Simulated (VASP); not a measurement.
## Mn3Sn: single point with r2SCAN

Mn3Sn:

```xyz
8
Lattice="5.6700 0.0000 0.0000 -2.8350 4.9104 0.0000 0.0000 0.0000 4.5300" Properties=species:S:1:pos:R:3 pbc="T T T"
Mn    2.8350    3.2703    1.1325
Mn   -1.4147    4.0903    3.3975
Mn    1.4203    0.8200    1.1325
Mn    0.0000    1.6401    3.3975
Mn    4.2497    0.8200    1.1325
Mn    1.4147    4.0903    3.3975
Sn    0.0000    3.2736    1.1325
Sn    2.8350    1.6368    3.3975
```

```
Program                : VASP 6.6.1
Task                   : single point
Functional             : r2SCAN
Potentials or basis    : VASP PAW PBE potentials, release 64 (Mn_pv, Sn_d)
Cutoff                 : 520 eV
k mesh                 : 4 × 4 × 5, shifted
Occupations            : fermi-dirac, width 0.05 eV
Spin                   : no spin polarisation
Dipole correction      : no
Further INCAR settings : ALGO = Normal; EDIFF = 1e-07; NBANDS = 63; ISYM = 0
```

The pressure is -28.3 GPa and the largest force is 0.562 eV/Å. The band gap on the k mesh is zero (bands 53 and 54 overlap by 0.26 eV).

Forces in eV/Å, atoms in the order of the input:
```
Mn   0.000  0.562  0.000
Mn  -0.487  0.281  0.000
Mn  -0.487 -0.281  0.000
Mn   0.000 -0.562  0.000
Mn   0.487 -0.281  0.000
Mn   0.487  0.281  0.000
Sn   0.000  0.000  0.000
Sn   0.000  0.000  0.000
```

Stress tensor (GPa, compression positive):
```
-29.18   0.00   0.00
  0.00 -29.18   0.00
  0.00   0.00 -26.67
```

Levels at points of the mesh, in eV from the Fermi level:
| k point | band 50 | band 51 | band 52 | band 53 | band 54 | band 55 | band 56 | band 57 |
| --- | --- | --- | --- | --- | --- | --- | --- | --- |
| (0.12, 0.12, 0.10) | -0.26 | -0.07 | 0.03 | 0.08 | 0.17 | 0.26 | 0.29 | 0.34 |

It took 76 min on 1 thread of AMD EPYC 9R45 (Zen 5) (shared host), peak memory 0.74 GiB.

Caveat: the cell stands under tension; the PAW data sets were made with another functional, which shifts forces and pressure a little; spin-orbit coupling is left out, which moves the levels of the heavy elements; the run has no spin polarisation, though such a crystal can be magnetic. Spin polarisation is off, so any magnetic state and its effect on volume and gap are missing.
